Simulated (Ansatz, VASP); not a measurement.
## C in VASP and in Ansatz

The input INCAR:

```
PREC     = Accurate       # precision mode
ENCUT    = 520            # plane-wave cutoff, eV
EDIFF    = 1E-7           # SCF threshold, eV
ISMEAR   = -1             # smearing method
SIGMA    = 0.08           # smearing width, eV
LREAL    = False          # projectors in reciprocal space
LASPH    = True           # aspherical terms in the spheres
NELM     = 100            # most SCF steps
ALGO     = Normal         # electronic algorithm
ISIF     = 2              # what is computed and relaxed
LWAVE    = False          # write WAVECAR
LCHARG   = False          # write CHGCAR
GGA      = PE             # functional
NBANDS   = 11             # bands
```

Contents of KPOINTS:

```
Automatic mesh
0
Gamma
  20 20 20
```

File POSCAR:

```
C
1.0
    0.0000000000      1.7834000000      1.8369020000
    1.7834000000      0.0000000000      1.8369020000
    1.7834000000      1.7834000000      0.0000000000
C
2
Direct
    0.5000000000      0.5000000000      0.5000000000
    0.7500000000      0.7500000000      0.7500000000
```

Input for Ansatz:

```yaml
crystal:
  lattice:
    - [0.0, 1.7834, 1.836902]
    - [1.7834, 0.0, 1.836902]
    - [1.7834, 1.7834, 0.0]
  atoms:
    - { symbol: C, position: [0.5, 0.5, 0.5] }
    - { symbol: C, position: [0.75, 0.75, 0.75] }
kpoints:
  mp_grid: { grid: [20, 20, 20] }
  band_path:
    path:
      - [0.0, 0.0, 0.0]
      - [0.0, 0.5, 0.5]
      - [0.25, 0.75, 0.5]
      - [0.0, 0.5, 0.0]
      - [0.0, 0.0, 0.0]
      - [0.5, 0.5, 0.0]
      - [0.3678244886, 0.6321755114, 0.0]
      - [-0.3678244886, 0.3678244886, 0.0]
      - [0.0, 0.0, 0.0]
    npoints: 5
scf:
  occupations: { method: fermi_dirac, width: 0.08 }
hamiltonian:
  xc: pbe
  pseudopotentials: { kind: all_electron, lapw: { basis_error: 0.0005 } }
output:
  forces: true
  stress: true
  eigenvalues: true
```

Change from the starting cell: zz strain of +3 %.

Alike in both runs: task single point; functional PBE; k mesh 20 × 20 × 20; occupations fermi-dirac, width 0.08 eV; no spin polarisation.

|  | VASP | Ansatz |
| --- | --- | --- |
| version | VASP 6.6.1 | Ansatz 0.2.0 |
| potentials or method | VASP PAW PBE potentials, release 64 (C), cutoff 520 eV | all-electron LAPW, scalar-relativistic |

```tsv
	VASP	Ansatz	Ansatz less VASP
gap on the k mesh at the Fermi level (eV)	3.70	3.71	+0.008
pressure (GPa)	-10.0	-10.6	-0.60
traceless stress, the component that is largest in VASP (GPa)	-18.28	-18.31	-0.024
```

Ansatz ran all-electron here, and VASP with PAW potentials.
